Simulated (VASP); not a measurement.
# Ta2O5 (C2/c) in VASP: single point with LDA

Aim: the single point of Ta2O5 with LDA.

Program: VASP 6.6.1. These are calculated values, not measurements. Logs are shortened: lines on timing, memory, paths and dates and some standing lists are left out, and cuts for length are marked.

### Step 1. The cell of the first run

Symmetry: C2/c, No. 15, monoclinic system. The conventional cell has a = 12.735 Å, b = 4.820 Å, c = 5.474 Å, α = 90.00°, β = 104.19°, γ = 90.00°. Ta (site symmetry 1) has 6 O at 1.83 to 2.12 Å within 2.4 Å. O (site symmetry 2) has 2 Ta at 1.90 Å within 2.5 Å. Within 2.4 Å of O (site symmetry 1) lie 2 Ta at 1.83 to 1.97 Å. Within 2.6 Å of O (site symmetry 1) lie 3 Ta at 1.98 to 2.12 Å.

### Step 2. Single point, LDA

Contents of INCAR:

```
PREC = Accurate
ENCUT = 520
EDIFF = 1E-7
ISMEAR = 0
SIGMA = 0.02
LREAL = F
LASPH = T
NELM = 100
ALGO = Normal
ISIF = 2
LWAVE = F
LCHARG = F
GGA = CA
NBANDS = 65
```

Contents of KPOINTS:

```
Automatic mesh
0
Gamma
  6 6 4
```

Contents of POSCAR:

```
Ta2O5
1.0
    6.3675696675     -2.4098758281      0.0086725057
    6.3675696675      2.4098758281      0.0086725057
   -1.3493223928      0.0000000000      5.3045980836
Ta O
4 10
Direct
    0.8959010502      0.3841561817      0.7658601935
    0.6158438183      0.1040989498      0.7341398065
    0.1040989498      0.6158438183      0.2341398065
    0.3841561817      0.8959010502      0.2658601935
    0.9024893306      0.0975106694      0.7500000000
    0.0975106694      0.9024893306      0.2500000000
    0.3358275993      0.4446637088      0.5274423468
    0.5553362912      0.6641724007     -0.0274423468
    0.6641724007      0.5553362912      0.4725576532
    0.4446637088      0.3358275993      1.0274423468
    0.8666954333      0.7219785627      0.8719160027
    0.2780214373      0.1333045667      0.6280839973
    0.1333045667      0.2780214373      0.1280839973
    0.7219785627      0.8666954333      0.3719160027
```

Potentials or basis: VASP PAW LDA potentials, release 64 (Ta_pv, O).

Command:

```sh
cat potpaw_LDA.64/Ta_pv/POTCAR potpaw_LDA.64/O/POTCAR > POTCAR
mpirun -np 1 vasp_std > vasp.out
```

OUTCAR:

```text
PREC = Accurate
   ENCUT = 520
   EDIFF = 1E-7
   ISMEAR = 0
   LREAL = F
   LASPH = T
   NELM = 100
   ISIF = 2
   GGA = CA

 ion  position               nearest neighbor table
   1  0.896  0.384  0.766-   9 1.83   5 1.90   8 1.97  12 1.98  11 2.10  13 2.12   3 3.30   2 3.53

   2  0.616  0.104  0.734-  10 1.83   5 1.90   7 1.97  11 1.98  12 2.10  14 2.12   4 3.30   1 3.53

   3  0.104  0.616  0.234-   7 1.83   6 1.90  10 1.97  14 1.98  13 2.10  11 2.12   1 3.30   4 3.53

   4  0.384  0.896  0.266-   8 1.83   6 1.90   9 1.97  13 1.98  14 2.10  12 2.12   2 3.30   3 3.53

   5  0.902  0.098  0.750-   1 1.90   2 1.90
   6  0.098  0.902  0.250-   3 1.90   4 1.90
   7  0.336  0.445  0.527-   3 1.83   2 1.97
   8  0.555  0.664  0.973-   4 1.83   1 1.97
   9  0.664  0.555  0.473-   1 1.83   4 1.97
  10  0.445  0.336  0.027-   2 1.83   3 1.97
  11  0.867  0.722  0.872-   2 1.98   1 2.10   3 2.12
  12  0.278  0.133  0.628-   1 1.98   2 2.10   4 2.12
  13  0.133  0.278  0.128-   4 1.98   3 2.10   1 2.12
  14  0.722  0.867  0.372-   3 1.98   4 2.10   2 2.12

  LATTYP: Found a base centered monoclinic cell.
 ALAT       =    12.7351511468
 B/A-ratio  =     0.3784604989
 C/A-ratio  =     0.4297963096
 COS(beta)  =    -0.2451979992

  Lattice vectors:

 A1 = (   6.3675696675,  -2.4098758281,   0.0086725057)
 A2 = (   6.3675696675,   2.4098758281,   0.0086725057)
 A3 = (  -1.3493223928,   0.0000000000,   5.3045980836)

Analysis of symmetry for initial positions (statically):
=====================================================================
 Subroutine PRICEL returns:
 Original cell was already a primitive cell.

 Routine SETGRP: Setting up the symmetry group for a
 base centered monoclinic supercell.

 Subroutine GETGRP returns: Found  4 space group operations
 (whereof  2 operations were pure point group operations)
 out of a pool of  4 trial point group operations.

The static configuration has the point symmetry S_2 .
 The point group associated with its full space group is C_2h.

Analysis of symmetry for dynamics (positions and initial velocities):
=====================================================================
 Subroutine PRICEL returns:
[... 144 lines left out ...]
   PSTRESS=    0.0 pullay stress
   NELECT =     104.0000    total number of electrons
   NUPDOWN=      -1.0000    fix difference up-down
   EMIN   =  10.00;   EMAX   =-10.00  energy-range for DOS
   EFERMI =   0.00;   METHOD = LEGACY
   ISMEAR =     0;   SIGMA  =   0.02  broadening in eV -4-tet -1-fermi 0-gaus
   EFERMI_NEDOS =   21; number of points for ismear=-14 and -15
   IALGO  =     38    algorithm
   IMIX   =      4    mixing-type and parameters
     AMIX     =   0.40;   BMIX     =  1.00
     AMIX_MAG =   1.60;   BMIX_MAG =  1.00
  volume/ion in A,a.u.               =      11.63        78.50
  Fermi-wavevector in a.u.,A,eV,Ry     =   1.409783  2.664103 27.041407  1.987487
  Thomas-Fermi vector in A             =   2.531803
   LORBIT       =      0    0 simple, 1 ext, 2 COOP (PROOUT), +10 PAW based schemes
   GGA     = CA    functional components
   LHFCALC =     F    Hartree Fock is set to
   AEXX    =    0.0000 exact exchange contribution
   IVDW    =     0    specifies the selected vdW correction
   LEPSILON=     F    determine dielectric tensor
   LRPA    =     F    only Hartree local field effects (RPA)
 non-spin polarized calculation
 Gauss-broadening in eV      SIGMA  =   0.02
  energy-cutoff  :      520.00
  volume of cell :      162.86
 maximum number of plane-waves:      4412
 NGX is ok and might be reduce to    54
   NGX = 25   NGY = 25   NGZ = 21

 number of electron     104.0000005 magnetization

 Free energy of the ion-electron system (eV)
  ---------------------------------------------------
  ext. energy  EPLUGINS =         0.00000000
  ---------------------------------------------------
  free energy    TOTEN  =      -148.71386699 eV

  energy without entropy =     -148.71386699  energy(sigma->0) =     -148.71386699

 E-fermi :   1.9421     XC(G=0): -11.6617

 val. band max:        1.7932676599   @ k =   0.0000   0.0000   0.0000
 cond. band min:       4.9390917069   @ k =  -0.3333   0.1667  -0.0000
 fundamental gap:      3.1458240470
 Fermi energy:         1.9421472747

 k-point     1 :       0.0000    0.0000    0.0000
  band No.  band energies     occupation
      1     -32.0887      2.00000
      2     -32.0848      2.00000
      3     -32.0322      2.00000
      4     -32.0062      2.00000
      5     -31.9591      2.00000
      6     -31.9348      2.00000
[... 1597 lines left out ...]
     63       7.9473      0.00000
     64       8.0813      0.00000

 [... further k-points ...]

 [bands above 64 left out]

------------------------ aborting loop because EDIFF is reached ----------------------------------------

  FORCE on cell =-STRESS in cart. coord.  units (eV):
  Direction    XX          YY          ZZ          XY          YZ          ZX
  --------------------------------------------------------------------------------------
  -------------------------------------------------------------------------------------
  Total        1.7040099      1.6921227      1.9038632      0.0000000      0.0000000     -0.1017568
  in kB       16.7641447     16.6471979     18.7303128      0.0000000      0.0000000     -1.0010893
  external PRESSURE =      17.3805518 kB  Pullay stress =       0.0000000 kB

 VOLUME and BASIS-vectors are now :
 -----------------------------------------------------------------------------
  energy-cutoff  :      520.00
  volume of cell :      162.86
      direct lattice vectors                 reciprocal lattice vectors
     6.367569667 -2.409875828  0.008672506     0.078495700 -0.207479570  0.019966830
     6.367569667  2.409875828  0.008672506     0.078495700  0.207479570  0.019966830
    -1.349322393  0.000000000  5.304598084    -0.000256666  0.000000000  0.188450408

 POSITION                                       TOTAL-FORCE (eV/Angst)
 -----------------------------------------------------------------------------------
      7.11746     -1.23324      4.07368         0.077583     -0.073053      0.104399
      3.59369     -1.23324      3.90056        -0.077583     -0.073053     -0.104399
      4.26836      1.23324      1.24826        -0.077583      0.073053     -0.104399
      7.79212      1.23324      1.42138         0.077583      0.073053      0.104399
      5.35558     -1.93990      3.98712         0.000000     -0.110166     -0.000000
      6.03024      1.93990      1.33482         0.000000      0.110166     -0.000000
      4.25814      0.26228      2.80464         0.033782     -0.034743      0.119647
      6.45301      0.26228      5.16960        -0.033782     -0.034743     -0.119647
      7.12767     -0.26228      2.51730        -0.033782      0.034743     -0.119647
      4.93280     -0.26228      0.15234         0.033782      0.034743      0.119647
      8.93950     -0.34875      4.63894        -0.018309     -0.036998      0.004166
      1.77166     -0.34875      3.33530         0.018309     -0.036998     -0.004166
      2.44632      0.34875      0.68300         0.018309      0.036998     -0.004166
      9.61416      0.34875      1.98664        -0.018309      0.036998      0.004166
 -----------------------------------------------------------------------------------
    total drift:                               -0.000000     -0.000000      0.000000

  FREE ENERGIE OF THE ION-ELECTRON SYSTEM (eV)
  ---------------------------------------------------
  free  energy   TOTEN  =      -148.7138669933 eV

  energy  without entropy=     -148.7138669933  energy(sigma->0) =     -148.71386699
```

OSZICAR:

```text
N       E                     dE             d eps       ncg     rms          rms(c)
DAV:   1     0.977179728489E+03    0.97718E+03   -0.59073E+04  6142   0.164E+03
DAV:   2    -0.961063571419E+02   -0.10733E+04   -0.10400E+04  7322   0.462E+02
DAV:   3    -0.175293566406E+03   -0.79187E+02   -0.78618E+02  6937   0.128E+02
DAV:   4    -0.176693384224E+03   -0.13998E+01   -0.13961E+01  7468   0.181E+01
DAV:   5    -0.176714861746E+03   -0.21478E-01   -0.21461E-01  7188   0.215E+00    0.722E+01
DAV:   6    -0.149925014788E+03    0.26790E+02   -0.13855E+02  6884   0.539E+01    0.278E+01
DAV:   7    -0.149040802331E+03    0.88421E+00   -0.86159E+00  6777   0.132E+01    0.174E+01
DAV:   8    -0.148732791120E+03    0.30801E+00   -0.10254E+00  7291   0.576E+00    0.202E+00
DAV:   9    -0.148716014719E+03    0.16776E-01   -0.80261E-02  7742   0.160E+00    0.381E-01
DAV:  10    -0.148714161534E+03    0.18532E-02   -0.73828E-03  7100   0.436E-01    0.181E-01
DAV:  11    -0.148713886955E+03    0.27458E-03   -0.19808E-03  7391   0.238E-01    0.708E-02
DAV:  12    -0.148713869806E+03    0.17149E-04   -0.27807E-04  7988   0.104E-01    0.241E-02
DAV:  13    -0.148713866865E+03    0.29406E-05   -0.48252E-05  6995   0.364E-02    0.133E-02
DAV:  14    -0.148713867016E+03   -0.15046E-06   -0.63483E-06  6876   0.112E-02    0.267E-03
DAV:  15    -0.148713866993E+03    0.22268E-07   -0.32347E-07  5731   0.275E-03
   1 F= -.14871387E+03 E0= -.14871387E+03  d E =-.673908E-28
```

It took 13 min on 1 thread of Intel Xeon 6975P-C, shared host; peak memory 0.5 GiB.

What came out:

```yaml
Free_energy: -148.7139 eV
Pressure: 1.7 GPa
Largest_force: 0.149 eV/Å
Band_gap_on_the_k_mesh: 3.15 eV, indirect (least direct gap 3.35 eV)
```

Forces on the atoms (eV/Å):
```
Ta   0.078 -0.073  0.104
Ta  -0.078 -0.073 -0.104
Ta  -0.078  0.073 -0.104
Ta   0.078  0.073  0.104
O    0.000 -0.110  0.000
O    0.000  0.110  0.000
O    0.034 -0.035  0.120
O   -0.034 -0.035 -0.120
O   -0.034  0.035 -0.120
O    0.034  0.035  0.120
O   -0.018 -0.037  0.004
O    0.018 -0.037 -0.004
O    0.018  0.037 -0.004
O   -0.018  0.037  0.004
```

Caveat: spin-orbit coupling is left out, which moves the levels of the heavy elements. LDA gaps usually lie below the measured ones, often by a third to a half.
